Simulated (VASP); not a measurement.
Set up this calculation in VASP 6.6.1, as the native input.

- Task: relaxation of cell and atoms
- Functional: slater exchange, pbe correlation
- Potentials or basis: VASP PAW PBE potentials, release 64 (Al, N)
- Cutoff: 600 eV
- k mesh: 7 × 7 × 4, shifted
- Occupations: methfessel-paxton, width 0.1 eV
- Spin: no spin polarisation
- Target pressure: 30 GPa
- Dipole correction: no
- Further INCAR settings: ALGO = Normal; EDIFF = 1e-07; ISYM = 0; IBRION = 2; EDIFFG = -0.01; NSW = 80; ISIF = 3

The structure of AlN lies in POSCAR:

```
AlN
1.0
    3.1130000000      0.0000000000      0.0000000000
   -1.5565000000      2.6959370820      0.0000000000
    0.0000000000      0.0000000000      4.9810000000
Al N
2 2
Direct
    0.3333330000      0.6666670000      0.0000000000
    0.6666670000      0.3333330000      0.5000000000
    0.3333330000      0.6666670000      0.3800000000
    0.6666670000      0.3333330000      0.8800000000
```

One way to write it, as run:

INCAR

```
SYSTEM = AlN
PREC = Accurate
ENCUT = 600
EDIFF = 1E-7
ISMEAR = 1
SIGMA = 0.1
LREAL = .FALSE.
LASPH = .TRUE.
NELM = 120
ALGO = Normal
ISIF = 3
LWAVE = .FALSE.
LCHARG = .FALSE.
GGA = LIBXC
LIBXC1 = LDA_X
LIBXC2 = GGA_C_PBE
IBRION = 2
NSW = 80
EDIFFG = -0.01
ISYM = 0
PSTRESS = 300.0
GGA_COMPAT = .FALSE.
NELMIN = 4
```

KPOINTS

```
Automatic mesh
0
Gamma
  7 7 4
  0.5 0.5 0.5
```

Potentials or basis: VASP PAW PBE potentials, release 64 (Al, N).

Run with:

```bash
$ cat potpaw_PBE.64/Al/POTCAR potpaw_PBE.64/N/POTCAR > POTCAR
$ mpirun -np 1 vasp_std > vasp.out
```

It gave:

```
Relaxed volume                                             : 8.95 Å³/atom
Relaxed cell                                               : a = 2.983 Å, b = 2.983 Å, c = 4.645 Å, α = 90.00°, β = 90.00°, γ = 120.00°
Space group after relaxing (to 0.1 Å)                      : P6_3mc (No. 186)
Energy change on relaxing (the run minimises the enthalpy) : +75.3 meV/atom
Ionic steps                                                : 13
Pressure after relaxing                                    : 30.0 GPa
Largest force after relaxing                               : 0.006 eV/Å
Band gap on the k mesh                                     : 4.99 eV (least direct gap 5.81 eV)
```

Caveat: the cell is relaxed towards a set pressure, so the run minimises the enthalpy, not the energy; the PAW data sets were made with another functional, which shifts forces and pressure a little; a shifted mesh leaves out Γ, where band edges can lie.

Run time: 17 min on 1 thread of AMD EPYC 7R13 Processor (Zen 3) (shared host), peak memory 0.28 GiB.
